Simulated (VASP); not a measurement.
# GaAs: single point with PBE

GaAs:

```
CELL_PARAMETERS angstrom
0.00000 2.78864 2.78864
2.78864 0.00000 2.78864
2.78864 2.78864 0.00000
ATOMIC_POSITIONS crystal
Ga 0.00000 0.00000 0.00000
As 0.75000 0.75000 0.75000
```

```json
{"Program": "VASP 6.6.1", "Task": "single point", "Functional": "PBE", "Potentials or basis": "VASP PAW PBE potentials, release 64 (Ga_d, As)", "Cutoff": "520 eV", "k mesh": "11 × 11 × 11", "Occupations": "fermi-dirac, width 0.05 eV", "Spin": "no spin polarisation"}
```

The pressure is 6.9 GPa. The band gap on the k mesh is 0.83 eV.

Levels at points of the mesh, in eV from the valence-band top:
| k point | band 6 | band 7 | band 8 | band 9 | band 10 | band 11 | band 12 | band 13 |
| --- | --- | --- | --- | --- | --- | --- | --- | --- |
| (0.00, 0.00, 0.00) | -13.03 | 0.00 | 0.00 | 0.00 | 0.83 | 3.74 | 3.74 | 3.74 |

It took 23 s on 1 thread of AMD EPYC 7R13 Processor (Zen 3), on a shared host, peak memory 0.16 GiB.

Caveat: the cell stands under pressure; an odd mesh through Γ misses points on the zone boundary, where band edges can lie.
